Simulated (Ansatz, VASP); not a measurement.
**One calculation of Ca, two programs**

```
Ca
1.0
     6.33874    0.00000    0.00000
    -3.16937    5.48951    0.00000
     0.00000    0.00000    3.77447
Ca
3
Direct
  0.00000 0.00000 0.00000
  0.33333 0.66667 0.50000
  0.66667 0.33333 0.50000
```

Alike in both runs: functional r2SCAN; k mesh 9 × 9 × 12; occupations gaussian, width 0.1 eV; no spin polarisation.

Ansatz relaxed the structure, and its values are those at the end. VASP's run is a single point on that final structure, the one shown.

```csv
,VASP,Ansatz
version,VASP 6.6.1,Ansatz 0.2.0
potentials or method,"VASP PAW PBE potentials, release 64 (Ca_sv), cutoff 520 eV","scalar-relativistic, plane waves, PAW"
valence electrons in the cell,30,30
```

|  | VASP | Ansatz | Ansatz less VASP |
| --- | --- | --- | --- |
| gap on the k mesh at the Fermi level (eV) | none | none | - |
| pressure (GPa) | 0.0 | 0.0 | -0.05 |

VASP's potentials were made for PBE, not for r2SCAN. A gap of «none» marks a metal or a gap that the smearing closes.
